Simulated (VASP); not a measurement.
A run of VASP 6.6.1 is set up as follows.

File INCAR:

```
SYSTEM = Ta2Si
ALGO = Fast
EDIFF = 1E-7
ENCUT = 520
GGA = CA
ISIF = 2
ISMEAR = 0
LASPH = .True.
LCHARG = .False.
LREAL = .False.
LWAVE = .False.
NBANDS = 35
NELM = 60
PREC = Accurate
SIGMA = 0.15
```

KPOINTS

```
k-points
0
Gamma
  10 10 10
  0 0 0
```

The input POSCAR:

```
Ta2Si
1.0
   -3.0463566574      3.0463566574      2.5047518790
    3.0463566574     -3.0463566574      2.5047518790
    3.0463566574      3.0463566574     -2.5047518790
Ta Si
4 2
Direct
    0.6629488272      0.8370511728      0.5000000000
    0.8370511728      0.3370511728      0.1741023456
    0.3370511728      0.1629488272      0.5000000000
    0.1629488272      0.6629488272      0.8258976544
    0.2500000000      0.2500000000      0.0000000000
    0.7500000000      0.7500000000      0.0000000000
```

Potentials or basis: VASP PAW LDA potentials, release 64 (Ta_pv, Si).

Launch:

```console
$ cat potpaw_LDA.64/Ta_pv/POTCAR potpaw_LDA.64/Si/POTCAR > POTCAR
$ mpirun -np 1 vasp_std > vasp.out
```

Task: What does it give for the pressure?

Result: 0.9 GPa.

Task: What does it give for the band gap on the k mesh?

Result: Zero (bands 26 and 27 overlap by 0.76 eV).

Task: Estimate the largest force.

Result: 0.017 eV/Å.

Forces on the atoms (eV/Å):
```
Ta   0.012 -0.012  0.000
Ta   0.012  0.012  0.000
Ta  -0.012  0.012  0.000
Ta  -0.012 -0.012  0.000
Si   0.000  0.000  0.000
Si   0.000  0.000  0.000
```

Caveat: spin-orbit coupling is left out, which moves the levels of the heavy elements.
